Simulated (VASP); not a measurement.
MoS2, 3 atoms in the cell. It takes space group P-3m1 (No. 164, trigonal). The conventional cell has a = 3.200 Å, b = 3.200 Å, c = 6.259 Å, α = 90.00°, β = 90.00°, γ = 120.00°. Within 3.2 Å of Mo (site symmetry -3m) lie 6 S at 2.40 Å. Within 3.2 Å of S (site symmetry 3m) lie 3 Mo at 2.40 Å. 

```yaml
Program: VASP 6.6.1
Task: single point
Functional: PBEsol
Potentials_or_basis: VASP PAW PBE potentials, release 64 (Mo_sv, S)
Cutoff: 520 eV
k_mesh: 10 × 10 × 5
Occupations: methfessel-paxton, width 0.15 eV
Spin: no spin polarisation
Dipole_correction: no
Further_INCAR_settings: ALGO = Normal; EDIFF = 1e-06; NBANDS = 20
```

Potentials or basis: VASP PAW PBE potentials, release 64 (Mo_sv, S).

The run is started by

```bash
$ cat potpaw_PBE.64/Mo_sv/POTCAR potpaw_PBE.64/S/POTCAR > POTCAR
$ mpirun -np 1 vasp_std > vasp.out
```

Hardware: 1 thread of Intel(R) Xeon(R) 6975P-C (Granite Rapids) (shared host).

How long does it take, and how much memory?

Run time: 18 s on 1 thread of Intel(R) Xeon(R) 6975P-C (Granite Rapids), with other jobs on the host, peak memory 0.2 GiB. Counts: scf iterations 14, k points 58.
